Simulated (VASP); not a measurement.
# Ti2Si3 (P4/mmm) in VASP: single point with PBE

Aim: the single point of Ti2Si3 with PBE.

Everything below comes from runs of VASP 6.6.1. Logs are shortened: lines on timing, memory, paths and dates and some standing lists are left out, and cuts for length are marked.

### Step 1. The cell of the first run

It takes space group P4/mmm (No. 123, tetragonal). Conventional cell: a = 4.539 Å, b = 4.539 Å, c = 6.743 Å, α = 90.00°, β = 90.00°, γ = 90.00°. Ti (site symmetry 4mm) has 1 Ti at 1.95 Å and 1 Si at 2.40 Å within 2.6 Å. Si (site symmetry mmm) has 2 Si at 2.27 Å within 3.0 Å. Si (site symmetry 4/mmm) has 4 Si at 2.27 Å and 2 Ti at 2.40 Å within 3.0 Å.

### Step 2. Single point, PBE

File INCAR:

```
PREC = Accurate ; ENCUT = 520
EDIFF = 1E-6 ; ISMEAR = 0
SIGMA = 0.1 ; LREAL = False
LASPH = True ; NELM = 100
ALGO = Normal ; ISIF = 2
LWAVE = False ; LCHARG = False
GGA = PE ; NBANDS = 26
```

File KPOINTS:

```
regular mesh
0
Gamma
  6 6 4
```

File POSCAR:

```
Ti2Si3
1.0
    4.5386408436      0.0000000000      0.0000000000
    0.0000000000      4.5386408436      0.0000000000
    0.0000000000      0.0000000000      6.7425750698
Ti Si
2 3
Direct
    0.0000000000      0.0000000000      0.1446251882
    0.0000000000      0.0000000000      0.8553748118
    0.5000000000      0.0000000000      0.5000000000
    0.0000000000      0.5000000000      0.5000000000
    0.0000000000      0.0000000000      0.5000000000
```

Potentials or basis: VASP PAW PBE potentials, release 64 (Ti_sv, Si).

Launch:

```console
$ cat potpaw_PBE.64/Ti_sv/POTCAR potpaw_PBE.64/Si/POTCAR > POTCAR
$ mpirun -np 1 vasp_std > vasp.out
```

OUTCAR:

```text
PREC = Accurate
   ENCUT = 520
   EDIFF = 1E-6
   ISMEAR = 0
   LREAL = False
   LASPH = True
   NELM = 100
   ISIF = 2
   GGA = PE

 ion  position               nearest neighbor table
   1  0.000  0.000  0.145-   2 1.95   5 2.40
   2  0.000  0.000  0.855-   1 1.95   5 2.40
   3  0.500  0.000  0.500-   5 2.27   5 2.27
   4  0.000  0.500  0.500-   5 2.27   5 2.27
   5  0.000  0.000  0.500-   3 2.27   4 2.27   4 2.27   3 2.27   1 2.40   2 2.40

  LATTYP: Found a simple tetragonal cell.
 ALAT       =     4.5386408436
 C/A-ratio  =     1.4855934413

  Lattice vectors:

 A1 = (   4.5386408436,   0.0000000000,   0.0000000000)
 A2 = (   0.0000000000,   4.5386408436,   0.0000000000)
 A3 = (   0.0000000000,   0.0000000000,   6.7425750698)

Analysis of symmetry for initial positions (statically):
=====================================================================
 Subroutine PRICEL returns:
 Original cell was already a primitive cell.

 Routine SETGRP: Setting up the symmetry group for a
 simple tetragonal supercell.

 Subroutine GETGRP returns: Found 16 space group operations
 (whereof 16 operations were pure point group operations)
 out of a pool of 16 trial point group operations.

The static configuration has the point symmetry D_4h.

Analysis of symmetry for dynamics (positions and initial velocities):
=====================================================================
 Subroutine PRICEL returns:
 Original cell was already a primitive cell.

 Routine SETGRP: Setting up the symmetry group for a
 simple tetragonal supercell.

 Subroutine GETGRP returns: Found 16 space group operations
 (whereof 16 operations were pure point group operations)
 out of a pool of 16 trial point group operations.

The dynamic configuration has the point symmetry D_4h.

 Subroutine INISYM returns: Found 16 space group operations
 (whereof 16 operations are pure point group operations),
 and found     1 'primitive' translations

----------------------------------------------------------------------------------------

                                     Primitive cell

  volume of cell :     138.8921

  direct lattice vectors                    reciprocal lattice vectors
[... 86 lines left out ...]
   ICHARG =      2    charge: 1-file 2-atom 10-const
   ISPIN  =      1    spin polarized calculation?
   LNONCOLLINEAR =      F non collinear calculations
   LSORBIT =      F    spin-orbit coupling
   LASPH  =      T    aspherical Exc in radial PAW
   ENCUT  =  520.0 eV  38.22 Ry    6.18 a.u.   8.44  8.44 12.54*2*pi/ulx,y,z
   NELM   =    100;   NELMIN=  2; NELMDL= -5     # of ELM steps
   EDIFF  = 0.1E-05   stopping-criterion for ELM
   LREAL  =      F    real-space projection
   EDIFFG = 0.1E-04   stopping-criterion for IOM
   NSW    =      0    number of steps for IOM
   IBRION =     -1    ionic relax: 0-MD 1-quasi-New 2-CG
   NFREE  =      0    steps in history (QN), initial steepest desc. (CG)
   ISIF   =      2    stress and relaxation
   ISYM   =      2    0-nonsym 1-usesym 2-fastsym
   POTIM  = 0.5000    time-step for ionic-motion
   TEBEG  =    0.0;   TEEND  =   0.0 temperature during run
   PSTRESS=    0.0 pullay stress
   NELECT =      36.0000    total number of electrons
   NUPDOWN=      -1.0000    fix difference up-down
   EMIN   =  10.00;   EMAX   =-10.00  energy-range for DOS
   EFERMI =   0.00;   METHOD = LEGACY
   ISMEAR =     0;   SIGMA  =   0.10  broadening in eV -4-tet -1-fermi 0-gaus
   EFERMI_NEDOS =   21; number of points for ismear=-14 and -15
   IALGO  =     38    algorithm
   IMIX   =      4    mixing-type and parameters
     AMIX     =   0.40;   BMIX     =  1.00
     AMIX_MAG =   1.60;   BMIX_MAG =  1.00
  volume/ion in A,a.u.               =      27.78       187.46
  Fermi-wavevector in a.u.,A,eV,Ry     =   1.043798  1.972492 14.823746  1.089515
  Thomas-Fermi vector in A             =   2.178523
   LORBIT       =      0    0 simple, 1 ext, 2 COOP (PROOUT), +10 PAW based schemes
   GGA     = PE    functional components
   LHFCALC =     F    Hartree Fock is set to
   AEXX    =    0.0000 exact exchange contribution
   IVDW    =     0    specifies the selected vdW correction
   LEPSILON=     F    determine dielectric tensor
   LRPA    =     F    only Hartree local field effects (RPA)
 non-spin polarized calculation
 Gauss-broadening in eV      SIGMA  =   0.10
  energy-cutoff  :      520.00
  volume of cell :      138.89
 maximum number of plane-waves:      3770
 NGX is ok and might be reduce to    36
   NGX = 17   NGY = 17   NGZ = 25

 number of electron      36.0000002 magnetization

 Free energy of the ion-electron system (eV)
  ---------------------------------------------------
  ext. energy  EPLUGINS =         0.00000000
  ---------------------------------------------------
  free energy    TOTEN  =       -24.78646831 eV

  energy without entropy =      -24.76721643  energy(sigma->0) =      -24.77684237

 E-fermi :   3.4597     XC(G=0):  -8.3118

 val. band max:        3.4367327222   @ k =   0.3333   0.3333   0.0000
 cond. band min:       3.4631884168   @ k =   0.3333   0.3333   0.2500
 fundamental gap:      0.0264556945
 Fermi energy:         3.4596779415

 k-point     1 :       0.0000    0.0000    0.0000
  band No.  band energies     occupation
      1     -53.5935      2.00000
      2     -52.6138      2.00000
      3     -30.8166      2.00000
      4     -29.8518      2.00000
      5     -29.8518      2.00000
      6     -29.2694      2.00000
[... 685 lines left out ...]
     25       6.0144      0.00000
     26       6.5206      0.00000

 [... further k-points ...]
[... 5 lines left out ...]
  --------------------------------------------------------------------------------------
  -------------------------------------------------------------------------------------
  Total       -0.0944126     -0.0944126      1.1741480      0.0000000      0.0000000      0.0000000
  in kB       -1.0890888     -1.0890888     13.5442827      0.0000000      0.0000000      0.0000000
  external PRESSURE =       3.7887017 kB  Pullay stress =       0.0000000 kB

 VOLUME and BASIS-vectors are now :
 -----------------------------------------------------------------------------
  energy-cutoff  :      520.00
  volume of cell :      138.89
      direct lattice vectors                 reciprocal lattice vectors
     4.538640844  0.000000000  0.000000000     0.220330278  0.000000000  0.000000000
     0.000000000  4.538640844  0.000000000     0.000000000  0.220330278  0.000000000
     0.000000000  0.000000000  6.742575070     0.000000000  0.000000000  0.148311289

 POSITION                                       TOTAL-FORCE (eV/Angst)
 -----------------------------------------------------------------------------------
      0.00000      0.00000      0.97515         0.000000     -0.000000      0.647132
      0.00000      0.00000      5.76743        -0.000000      0.000000     -0.647132
      2.26932      0.00000      3.37129         0.000000     -0.000000      0.000000
      0.00000      2.26932      3.37129         0.000000     -0.000000      0.000000
      0.00000      0.00000      3.37129         0.000000     -0.000000      0.000000
 -----------------------------------------------------------------------------------
    total drift:                                0.000000     -0.000000      0.000000

  FREE ENERGIE OF THE ION-ELECTRON SYSTEM (eV)
  ---------------------------------------------------
  free  energy   TOTEN  =       -24.7864683118 eV

  energy  without entropy=      -24.7672164251  energy(sigma->0) =      -24.77684237
```

stdout:

```text
POSCAR found type information on POSCAR TiSi
 POSCAR found :  2 types and       5 ions
 scaLAPACK will be used
 LDA part: xc-table for (Slater+PW92), standard interpolation
 POSCAR, INCAR and KPOINTS ok, starting setup
 FFT: planning ... GRIDC
 FFT: planning ... GRID_SOFT
 FFT: planning ... GRID
 WAVECAR not read
 entering main loop
```

It took 41 s on 1 thread of Intel Xeon 6975P-C (Granite Rapids), shared host; peak memory 0.28 GiB.

Results:

```
Free energy            : -24.7865 eV
Pressure               : 0.4 GPa
Largest force          : 0.647 eV/Å
Band gap on the k mesh : zero (band 18 reaches 3.67 eV, above the bottom of band 19 at 3.35 eV)
```

Forces on the atoms (eV/Å):
```
Ti   0.000  0.000  0.647
Ti   0.000  0.000 -0.647
Si   0.000  0.000  0.000
Si   0.000  0.000  0.000
Si   0.000  0.000  0.000
```

Stress tensor (GPa, compression positive):
```
-0.11  0.00  0.00
 0.00 -0.11  0.00
 0.00  0.00  1.35
```
